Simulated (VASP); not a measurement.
# HRh8 in VASP: a series of runs

HRh8 is run at these levels: PBE+D3(BJ); tasks: single point.

All numbers are computed with VASP 6.6.1; they aren't measurements. Logs are shortened: lines on timing, memory, paths and dates and some standing lists are left out, and cuts for length are marked.

**1. The cell of the first run**

The cell holds a slab with vacuum, 9 atoms: a = 5.365 Å, b = 3.794 Å, c = 21.240 Å, α = 90.00°, β = 90.00°, γ = 90.00°.

**2. Single point, PBE+D3(BJ)**

INCAR

```
ALGO = Normal
DIPOL = 0.5 0.5 0.305
EDIFF = 1E-6
ENCUT = 520
GGA = PE
IDIPOL = 3
ISIF = 2
ISMEAR = 0
IVDW = 12
LASPH = T
LCHARG = T
LDIPOL = T
LELF = T
LREAL = F
LVACPOTAV = T
LVHAR = T
LWAVE = F
NBANDS = 70
NELM = 100
PREC = Accurate
SIGMA = 0.1
```

KPOINTS

```
k-points
0
Gamma
  5 7 1
```

POSCAR

```
HRh8
1.0
    5.3650160441      0.0000000000      0.0000000000
    0.0000000000      3.7936392259      0.0000000000
    0.0000000000      0.0000000000     21.2400770646
Rh H
8 1
Direct
    0.2500000000      0.5000000000      0.1883232338
    0.7500000000      0.5000000000      0.1883232338
    0.0000000000      0.0000000000      0.2514705570
    0.5000000000      0.0000000000      0.2514705570
    0.2500000000      0.5000000000      0.3153506346
    0.7500000000      0.5000000000      0.3153506346
    0.0000000000      0.0000000000      0.3738252475
    0.5000000000      0.0000000000      0.3738252475
    0.0000000000      0.0000000000      0.4915272686
```

Potentials or basis: VASP PAW PBE potentials, release 64 (Rh_pv, H).

Launch:

```sh
cat potpaw_PBE.64/Rh_pv/POTCAR potpaw_PBE.64/H/POTCAR > POTCAR
mpirun -np 1 vasp_std > vasp.out
```

OUTCAR:

```text
EDIFF = 1E-6
   ENCUT = 520
   GGA = PE
   ISIF = 2
   ISMEAR = 0
   IVDW = 12
   LASPH = T
   LREAL = F
   NELM = 100
   PREC = Accurate
 IVDW          = 12

 ion  position               nearest neighbor table
   1  0.250  0.500  0.188-   2 2.68   2 2.68   4 2.68   3 2.68   4 2.68   3 2.68   5 2.70
   2  0.750  0.500  0.188-   1 2.68   1 2.68   4 2.68   3 2.68   4 2.68   3 2.68   6 2.70
   3  0.000  0.000  0.251-   7 2.60   4 2.68   4 2.68   2 2.68   1 2.68   2 2.68   1 2.68   5 2.69
                             5 2.69   6 2.69   6 2.69
   4  0.500  0.000  0.251-   8 2.60   3 2.68   3 2.68   2 2.68   1 2.68   2 2.68   1 2.68   5 2.69
                             5 2.69   6 2.69   6 2.69
   5  0.250  0.500  0.315-   7 2.63   8 2.63   7 2.63   8 2.63   6 2.68   6 2.68   4 2.69   4 2.69
                             3 2.69   3 2.69   1 2.70
   6  0.750  0.500  0.315-   7 2.63   8 2.63   7 2.63   8 2.63   5 2.68   5 2.68   4 2.69   4 2.69
                             3 2.69   3 2.69   2 2.70
   7  0.000  0.000  0.374-   3 2.60   5 2.63   6 2.63   5 2.63   6 2.63   8 2.68   8 2.68
   8  0.500  0.000  0.374-   4 2.60   5 2.63   6 2.63   5 2.63   6 2.63   7 2.68   7 2.68
   9  0.000  0.000  0.492-

  LATTYP: Found a simple orthorhombic cell.
 ALAT       =     3.7936392259
 B/A-ratio  =     1.4142135624
 C/A-ratio  =     5.5988658383

  Lattice vectors:

 A1 = (   0.0000000000,  -3.7936392259,   0.0000000000)
 A2 = (   5.3650160441,   0.0000000000,   0.0000000000)
 A3 = (   0.0000000000,   0.0000000000,  21.2400770646)

Analysis of symmetry for initial positions (statically):
=====================================================================
 Subroutine PRICEL returns:
 Original cell was already a primitive cell.

 Routine SETGRP: Setting up the symmetry group for a
 simple orthorhombic supercell.

 Subroutine GETGRP returns: Found  4 space group operations
 (whereof  4 operations were pure point group operations)
 out of a pool of  8 trial point group operations.

The static configuration has the point symmetry C_2v.

Analysis of symmetry for dynamics (positions and initial velocities):
=====================================================================
 Subroutine PRICEL returns:
 Original cell was already a primitive cell.

 Routine SETGRP: Setting up the symmetry group for a
 simple orthorhombic supercell.

 Subroutine GETGRP returns: Found  4 space group operations
 (whereof  4 operations were pure point group operations)
 out of a pool of  8 trial point group operations.

[... 114 lines left out ...]
   EMIN   =  10.00;   EMAX   =-10.00  energy-range for DOS
   EFERMI =   0.00;   METHOD = LEGACY
   ISMEAR =     0;   SIGMA  =   0.10  broadening in eV -4-tet -1-fermi 0-gaus
   EFERMI_NEDOS =   21; number of points for ismear=-14 and -15
   IALGO  =     38    algorithm
   IMIX   =      4    mixing-type and parameters
     AMIX     =   0.40;   BMIX     =  1.00
     AMIX_MAG =   1.60;   BMIX_MAG =  1.00
  volume/ion in A,a.u.               =      48.03       324.14
  Fermi-wavevector in a.u.,A,eV,Ry     =   1.070884  2.023676 15.603046  1.146792
  Thomas-Fermi vector in A             =   2.206607
   LORBIT       =      0    0 simple, 1 ext, 2 COOP (PROOUT), +10 PAW based schemes
   GGA     = PE    functional components
   LHFCALC =     F    Hartree Fock is set to
   AEXX    =    0.0000 exact exchange contribution
   IVDW    =    12    specifies the selected vdW correction
   LEPSILON=     F    determine dielectric tensor
   LRPA    =     F    only Hartree local field effects (RPA)
 non-spin polarized calculation
 Gauss-broadening in eV      SIGMA  =   0.10
  energy-cutoff  :      520.00
  volume of cell :      432.30
 maximum number of plane-waves:     11681
 NGX is ok and might be reduce to    40
   NGX = 19   NGY = 15   NGZ = 79

 dipolmoment           0.000000      0.000000     -0.167665 electrons x Angstroem

 number of electron     121.0000042 magnetization

 dipolmoment           0.000000      0.000000      0.183412 electrons x Angstroem

 Free energy of the ion-electron system (eV)
  ---------------------------------------------------
  ext. energy  EPLUGINS =         0.00000000
  ---------------------------------------------------
  free energy    TOTEN  =       -53.39659799 eV

  energy without entropy =      -53.30577216  energy(sigma->0) =      -53.35118508

 E-fermi :  -0.8803     XC(G=0):  -4.7736

 val. band max:       -0.8820164066   @ k =   0.0000   0.4286   0.0000
 cond. band min:      -0.8757998289   @ k =   0.4000   0.4286   0.0000
 fundamental gap:      0.0062165777
 Fermi energy:        -0.8802885619

 k-point     1 :       0.0000    0.0000    0.0000
  band No.  band energies     occupation
      1     -47.8604      2.00000
      2     -47.8075      2.00000
      3     -47.7776      2.00000
      4     -47.6029      2.00000
      5     -47.5464      2.00000
      6     -47.4969      2.00000
[... 865 lines left out ...]
     69       1.6477      0.00000
     70       1.8083      0.00000

------------------------ aborting loop because EDIFF is reached ----------------------------------------

 Edisp (eV)   -3.12507

 E8    (eV) :    -1.4652

  FORCE on cell =-STRESS in cart. coord.  units (eV):
  Direction    XX          YY          ZZ          XY          YZ          ZX
  --------------------------------------------------------------------------------------
  -------------------------------------------------------------------------------------
  Total      -8.86639    -6.21375    -6.67710     0.00000     0.00000     0.00000
  in kB     -32.86049   -23.02931   -24.74660     0.00000     0.00000     0.00000
  external pressure =      -26.88 kB  Pullay stress =        0.00 kB

 VOLUME and BASIS-vectors are now :
 -----------------------------------------------------------------------------
  energy-cutoff  :      520.00
  volume of cell :      432.30
      direct lattice vectors                 reciprocal lattice vectors
     5.365016044  0.000000000  0.000000000     0.186392732  0.000000000  0.000000000
     0.000000000  3.793639226  0.000000000     0.000000000  0.263599130  0.000000000
     0.000000000  0.000000000 21.240077065     0.000000000  0.000000000  0.047080808

 POSITION                                       TOTAL-FORCE (eV/Angst)
 -----------------------------------------------------------------------------------
      1.34125      1.89682      4.00000        -0.038071      0.000000      0.641826
      4.02376      1.89682      4.00000         0.038071     -0.000000      0.641826
      0.00000      0.00000      5.34125         0.000000     -0.000000     -0.775618
      2.68251      0.00000      5.34125         0.000000     -0.000000     -0.410858
      1.34125      1.89682      6.69807        -0.080919     -0.000000     -0.148734
      4.02376      1.89682      6.69807         0.080919     -0.000000     -0.148734
      0.00000      0.00000      7.94008         0.000000     -0.000000      1.947539
      2.68251      0.00000      7.94008         0.000000     -0.000000      0.250082
      0.00000      0.00000     10.44008         0.000000     -0.000000     -1.997329
 -----------------------------------------------------------------------------------
    total drift:                               -0.000000      0.000000      0.000516

  FREE ENERGIE OF THE ION-ELECTRON SYSTEM (eV)
  ---------------------------------------------------
  free  energy   TOTEN  =       -56.5216675896 eV

  energy  without entropy=      -56.4308417581  energy(sigma->0) =      -56.47625467

 vacuum level on the upper side and lower side of the slab         5.248         3.618
```

Run time: 6.6 min. Hardware: 1 thread of Intel Xeon 6975P-C (Granite Rapids), shared host; peak memory 0.55 GiB.

Results:

```
Free energy                : -56.5217 eV
Largest force              : 1.997 eV/Å
Dispersion energy per atom : -0.347 eV
```

Forces on the atoms (eV/Å):
```
Rh  -0.038  0.000  0.642
Rh   0.038  0.000  0.642
Rh   0.000  0.000 -0.776
Rh   0.000  0.000 -0.411
Rh  -0.081  0.000 -0.149
Rh   0.081  0.000 -0.149
Rh   0.000  0.000  1.948
Rh   0.000  0.000  0.250
H    0.000  0.000 -1.997
```

**3. Single point, PBE+D3(BJ)**

INCAR

```
PREC = Accurate ; ENCUT = 520
EDIFF = 1E-6 ; ISMEAR = 0
SIGMA = 0.1 ; LREAL = F
LASPH = T ; NELM = 100
ALGO = Normal ; ISIF = 2
LWAVE = F ; LCHARG = F
LDIPOL = T ; IDIPOL = 3
DIPOL = 0.5 0.5 0.305 ; GGA = PE
IVDW = 12 ; NBANDS = 70
```

KPOINTS

```
Automatic mesh
0
Gamma
  5 7 1
```

Edit POSCAR of step 2 so:

```diff
@@ -16,2 +16,2 @@
     0.5000000000      0.0000000000      0.3738252475
-    0.0000000000      0.0000000000      0.4915272686
+    0.0000000000      0.5000000000      0.4915272686
```

Potentials or basis: VASP PAW PBE potentials, release 64 (Rh_pv, H).

Launch:

```sh
cat potpaw_PBE.64/Rh_pv/POTCAR potpaw_PBE.64/H/POTCAR > POTCAR
mpirun -np 1 vasp_std > vasp.out
```

OUTCAR:

```text
PREC = Accurate
   ENCUT = 520
   EDIFF = 1E-6
   ISMEAR = 0
   LREAL = F
   LASPH = T
   NELM = 100
   ISIF = 2
   GGA = PE
   IVDW = 12
 IVDW          = 12

 ion  position               nearest neighbor table
   1  0.250  0.500  0.188-   2 2.68   2 2.68   4 2.68   3 2.68   4 2.68   3 2.68   5 2.70
   2  0.750  0.500  0.188-   1 2.68   1 2.68   4 2.68   3 2.68   4 2.68   3 2.68   6 2.70
   3  0.000  0.000  0.251-   7 2.60   4 2.68   4 2.68   2 2.68   1 2.68   2 2.68   1 2.68   5 2.69
                             5 2.69   6 2.69   6 2.69
   4  0.500  0.000  0.251-   8 2.60   3 2.68   3 2.68   2 2.68   1 2.68   2 2.68   1 2.68   5 2.69
                             5 2.69   6 2.69   6 2.69
   5  0.250  0.500  0.315-   7 2.63   8 2.63   7 2.63   8 2.63   6 2.68   6 2.68   4 2.69   4 2.69
                             3 2.69   3 2.69   1 2.70
   6  0.750  0.500  0.315-   7 2.63   8 2.63   7 2.63   8 2.63   5 2.68   5 2.68   4 2.69   4 2.69
                             3 2.69   3 2.69   2 2.70
   7  0.000  0.000  0.374-   3 2.60   5 2.63   6 2.63   5 2.63   6 2.63   8 2.68   8 2.68
   8  0.500  0.000  0.374-   4 2.60   5 2.63   6 2.63   5 2.63   6 2.63   7 2.68   7 2.68
   9  0.000  0.500  0.492-

  LATTYP: Found a simple orthorhombic cell.
 ALAT       =     3.7936392259
 B/A-ratio  =     1.4142135624
 C/A-ratio  =     5.5988658383

  Lattice vectors:

 A1 = (   0.0000000000,  -3.7936392259,   0.0000000000)
 A2 = (   5.3650160441,   0.0000000000,   0.0000000000)
 A3 = (   0.0000000000,   0.0000000000,  21.2400770646)

Analysis of symmetry for initial positions (statically):
=====================================================================
 Subroutine PRICEL returns:
 Original cell was already a primitive cell.

 Routine SETGRP: Setting up the symmetry group for a
 simple orthorhombic supercell.

 Subroutine GETGRP returns: Found  4 space group operations
 (whereof  4 operations were pure point group operations)
 out of a pool of  8 trial point group operations.

The static configuration has the point symmetry C_2v.

[... 146 lines left out ...]
  energy-cutoff  :      520.00
  volume of cell :      432.30
 maximum number of plane-waves:     11681
 NGX is ok and might be reduce to    40
   NGX = 19   NGY = 15   NGZ = 79

 dipolmoment           0.000000      0.000000     -0.166608 electrons x Angstroem

 number of electron     121.0000043 magnetization

 dipolmoment           0.000000      0.000000      0.172211 electrons x Angstroem

 Free energy of the ion-electron system (eV)
  ---------------------------------------------------
  ext. energy  EPLUGINS =         0.00000000
  ---------------------------------------------------
  free energy    TOTEN  =       -52.75798935 eV

  energy without entropy =      -52.64174076  energy(sigma->0) =      -52.69986505

 E-fermi :  -0.8684     XC(G=0):  -4.7999

 val. band max:       -0.8687906726   @ k =   0.0000   0.0000   0.0000
 cond. band min:      -0.8680265878   @ k =   0.4000   0.2857   0.0000
 fundamental gap:      0.0007640849
 Fermi energy:        -0.8683896726

 k-point     1 :       0.0000    0.0000    0.0000
  band No.  band energies     occupation
      1     -47.8441      2.00000
      2     -47.7795      2.00000
      3     -47.7761      2.00000
      4     -47.5522      2.00000
      5     -47.5331      2.00000
      6     -47.4705      2.00000
[... 865 lines left out ...]
     69       1.6914      0.00000
     70       1.7531      0.00000

------------------------ aborting loop because EDIFF is reached ----------------------------------------

 vacuum level on the upper side and lower side of the slab       (xc-potential included)         0.606        -0.878

 Edisp (eV)   -3.12882

 E8    (eV) :    -1.4671

  FORCE on cell =-STRESS in cart. coord.  units (eV):
  Direction    XX          YY          ZZ          XY          YZ          ZX
  --------------------------------------------------------------------------------------
  -------------------------------------------------------------------------------------
  Total      -8.54728    -7.54373    -4.76108     0.00000     0.00000     0.00000
  in kB     -31.67783   -27.95848   -17.64545     0.00000     0.00000     0.00000
  external pressure =      -25.76 kB  Pullay stress =        0.00 kB

 VOLUME and BASIS-vectors are now :
 -----------------------------------------------------------------------------
  energy-cutoff  :      520.00
  volume of cell :      432.30
      direct lattice vectors                 reciprocal lattice vectors
     5.365016044  0.000000000  0.000000000     0.186392732  0.000000000  0.000000000
     0.000000000  3.793639226  0.000000000     0.000000000  0.263599130  0.000000000
     0.000000000  0.000000000 21.240077065     0.000000000  0.000000000  0.047080808

 POSITION                                       TOTAL-FORCE (eV/Angst)
 -----------------------------------------------------------------------------------
      1.34125      1.89682      4.00000         0.004763      0.000000      0.670290
      4.02376      1.89682      4.00000        -0.004763     -0.000000      0.670290
      0.00000      0.00000      5.34125         0.000000     -0.000000     -0.657396
      2.68251      0.00000      5.34125         0.000000     -0.000000     -0.579081
      1.34125      1.89682      6.69807         0.058259     -0.000000     -0.088842
      4.02376      1.89682      6.69807        -0.058259     -0.000000     -0.088842
      0.00000      0.00000      7.94008         0.000000     -0.000000      1.157243
      2.68251      0.00000      7.94008         0.000000     -0.000000      0.049290
      0.00000      1.89682     10.44008         0.000000     -0.000000     -1.132951
 -----------------------------------------------------------------------------------
    total drift:                               -0.000000      0.000000      0.000354

  FREE ENERGIE OF THE ION-ELECTRON SYSTEM (eV)
  ---------------------------------------------------
  free  energy   TOTEN  =       -55.8868122268 eV

  energy  without entropy=      -55.7705636308  energy(sigma->0) =      -55.82868793

 vacuum level on the upper side and lower side of the slab         5.125         3.601
```

stdout:

```text
POSCAR found type information on POSCAR RhH
 POSCAR found :  2 types and       9 ions
 scaLAPACK will be used
 LDA part: xc-table for (Slater+PW92), standard interpolation
 POSCAR, INCAR and KPOINTS ok, starting setup
 FFT: planning ... GRIDC
 FFT: planning ... GRID_SOFT
 FFT: planning ... GRID
 WAVECAR not read
 entering main loop
```

It took 13 min on 1 thread of Intel Xeon Platinum 8259CL at 2.50GHz (Skylake/Cascade Lake), shared host; peak memory 0.56 GiB.

Results:

| Property | Result |
| --- | --- |
| Free energy | -55.8868 eV |
| Largest force | 1.157 eV/Å |
| Dispersion energy per atom | -0.348 eV |

Forces in eV/Å, atoms in the order of the input:
```
Rh   0.005  0.000  0.670
Rh  -0.005  0.000  0.670
Rh   0.000  0.000 -0.657
Rh   0.000  0.000 -0.579
Rh   0.058  0.000 -0.089
Rh  -0.058  0.000 -0.089
Rh   0.000  0.000  1.157
Rh   0.000  0.000  0.049
H    0.000  0.000 -1.133
```

Levels at points of the mesh, in eV from the Fermi level:
```csv
k point,band 58,band 59,band 60,band 61,band 62,band 63
"(0.00, 0.00, 0.00)",-0.05,0.00,0.16,0.17,0.29,0.33
```

**4. Single point, PBE+D3(BJ)**

INCAR

```
ALGO = Normal
DIPOL = 0.5 0.5 0.305
EDIFF = 1E-6
ENCUT = 520
GGA = PE
IDIPOL = 3
ISIF = 2
ISMEAR = 0
IVDW = 12
LASPH = True
LCHARG = False
LDIPOL = True
LREAL = False
LWAVE = False
NBANDS = 70
NELM = 60
PREC = Accurate
SIGMA = 0.1
```

KPOINTS

```
k-points
0
Gamma
  5 7 1
```

Edit POSCAR of step 3 so:

```diff
@@ -16,2 +16,2 @@
     0.5000000000      0.0000000000      0.3738252475
-    0.0000000000      0.5000000000      0.4915272686
+    0.2500000000      0.5000000000      0.4915272686
```

Launch:

```sh
cat potpaw_PBE.64/Rh_pv/POTCAR potpaw_PBE.64/H/POTCAR > POTCAR
mpirun -np 1 vasp_std > vasp.out
```

Wall time 9.2 min (1 thread of Intel Xeon Platinum 8375C at 2.90GHz (Ice Lake), shared host); peak memory 0.56 GiB.

The run converged. Its results:

| Quantity | Value |
| --- | --- |
| Free energy | -55.7876 eV |
| Largest force | 0.986 eV/Å |
| Dispersion energy per atom | -0.348 eV |

Forces in eV/Å, atoms in the order of the input:
```
Rh   0.000  0.000  0.700
Rh   0.000  0.000  0.670
Rh  -0.033  0.000 -0.618
Rh   0.033  0.000 -0.618
Rh   0.000  0.000 -0.178
Rh   0.000  0.000 -0.036
Rh   0.185  0.000  0.533
Rh  -0.185  0.000  0.533
H    0.000  0.000 -0.986
```

Levels at points of the mesh, in eV from the Fermi level:
| k point | band 56 | band 57 | band 58 | band 59 | band 60 | band 61 | band 62 | band 63 |
| --- | --- | --- | --- | --- | --- | --- | --- | --- |
| (0.00, 0.00, 0.00) | -0.36 | -0.07 | -0.01 | 0.04 | 0.06 | 0.16 | 0.29 | 0.34 |

**5. Single point, PBE+D3(BJ)**

INCAR

```
  PREC = Accurate
  ENCUT = 520
  EDIFF = 1E-6
  ISMEAR = 0
  SIGMA = 0.1
  LREAL = False
  LASPH = True
  NELM = 60
  ALGO = Normal
  ISIF = 2
  LWAVE = False
  LCHARG = False
  LDIPOL = True
  IDIPOL = 3
  DIPOL = 0.5 0.5 0.305
  GGA = PE
  IVDW = 12
  NBANDS = 70
```

KPOINTS

```
regular mesh
0
Gamma
  5 7 1
```

Edit POSCAR of step 4 so:

```diff
@@ -16,2 +16,2 @@
     0.5000000000      0.0000000000      0.3738252475
-    0.2500000000      0.5000000000      0.4915272686
+    0.2500000000      0.0000000000      0.4915272686
```

Launch:

```sh
cat potpaw_PBE.64/Rh_pv/POTCAR potpaw_PBE.64/H/POTCAR > POTCAR
mpirun -np 1 vasp_std > vasp.out
```

Wall time 13 min (1 thread of Oxide Virtual Turin-like, shared host); peak memory 0.52 GiB.

The run converged. Its results:

```yaml
Free_energy: -56.3038 eV
Largest_force: 1.636 eV/Å
Dispersion_energy_per_atom: -0.347 eV
```

Forces in eV/Å, atoms in the order of the input:
```
Rh   0.000  0.000  0.647
Rh   0.000  0.000  0.670
Rh  -0.070  0.000 -0.574
Rh   0.070  0.000 -0.574
Rh   0.000  0.000 -0.205
Rh   0.000  0.000 -0.159
Rh   0.511  0.000  0.915
Rh  -0.511  0.000  0.915
H    0.000  0.000 -1.636
```

Levels at points of the mesh, in eV from the Fermi level:
| k point | band 56 | band 57 | band 58 | band 59 | band 60 | band 61 | band 62 | band 63 |
| --- | --- | --- | --- | --- | --- | --- | --- | --- |
| (0.00, 0.00, 0.00) | -0.35 | -0.06 | -0.01 | 0.07 | 0.13 | 0.17 | 0.30 | 0.36 |
